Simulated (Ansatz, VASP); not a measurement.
# Two plane-wave programs on Sb

```
Sb
1.0
     3.12521   -0.12640    0.12640
    -0.12640    3.12521    0.12640
     0.12640    0.12640    3.12521
Sb
1
Direct
  0.00000 0.00000 0.00000
```

Alike in both runs: task single point; functional PBEsol; k mesh 12 × 12 × 12; occupations gaussian, width 0.1 eV; no spin polarisation.

```csv
,VASP,Ansatz
version,VASP 6.6.1,Ansatz 0.2.0
potentials or method,"VASP PAW PBE potentials, release 64 (Sb), cutoff 520 eV","scalar-relativistic, plane waves, PAW"
valence electrons in the cell,5,15
```

VASP gave:

```
gap on the k mesh at the Fermi level (eV)                     : none
pressure (GPa)                                                : -3.3
traceless stress, the component that is largest in VASP (GPa) : 0.87
```

Q: Estimate Ansatz's values.

A: gap on the k mesh at the Fermi level (eV): none; pressure (GPa): -3.3; traceless stress, the component that is largest in VASP (GPa): 0.89.

VASP's potentials were made for PBE, not for PBEsol. A gap of «none» marks a metal or a gap that the smearing closes. The functional is the same, so the differences come from potentials, cutoffs and numerics. VASP's potentials hold 5 valence electrons a cell and Ansatz's 15, so a difference there can come from the potentials and not from the codes.

Neither program's run includes spin-orbit coupling.
